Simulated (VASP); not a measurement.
Wanted: the native input for a VASP 6.6.1 run.

- Task: single point
- Functional: PBE
- Dispersion: D3(BJ)
- Potentials or basis: VASP PAW PBE potentials, release 64 (Al)
- Cutoff: 400 eV
- k mesh: 9 × 9 × 1
- Occupations: methfessel-paxton, width 0.1 eV
- Spin: no spin polarisation
- Dipole correction: yes
- Further INCAR settings: ALGO = Normal; EDIFF = 1e-06; NBANDS = 30; NELMDL = -8

The structure of Al lies in POSCAR:

```
Al
1.0
    4.7812180677      0.0000000000      0.0000000000
   -2.3906090338      4.1406562776      0.0000000000
    0.0000000000      0.0000000000     28.3456648487
Al
12
Direct
    0.4907811217      0.5325366832      0.5367839908
    0.8171279089      0.2000703007      0.5289729684
    0.1312695854      0.8597142769      0.5202935969
    0.8288578002      0.5288071451      0.6109440539
    0.1513113652      0.1887550077      0.6128118520
    0.4856176768      0.8653489219      0.6110880806
    0.1598918838      0.5354419203      0.6952935013
    0.4936039784      0.2013831069      0.6953149807
    0.8252311806      0.8669567086      0.6955978817
    0.4884934286      0.5302481903      0.7797399913
    0.8228451274      0.1975254487      0.7797574230
    0.1560046859      0.8648770600      0.7798690991
```

These files were run (other wordings do the same):

INCAR

```
PREC = Accurate
ENCUT = 400
EDIFF = 1E-6
ISMEAR = 1
SIGMA = 0.1
LREAL = F
LASPH = T
NELM = 120
ALGO = Normal
ISIF = 2
LWAVE = F
LCHARG = F
LDIPOL = T
IDIPOL = 3
DIPOL = 0.5 0.5 0.654
GGA = PE
IVDW = 12
NBANDS = 30
GGA_COMPAT = F
NELMDL = -8
```

KPOINTS

```
regular mesh
0
Gamma
  9 9 1
```

Potentials or basis: VASP PAW PBE potentials, release 64 (Al).

Command:

```console
$ cat potpaw_PBE.64/Al/POTCAR > POTCAR
$ mpirun -np 1 vasp_std > vasp.out
```

It gave:

- Largest force: 0.933 eV/Å
- Band gap on the k mesh: zero (bands 18 and 19 overlap by 1.59 eV)
- Dispersion energy per atom: -0.270 eV

It took 24 min on 1 thread of Oxide Virtual Turin-like Processor, with other jobs on the host, peak memory 0.61 GiB.
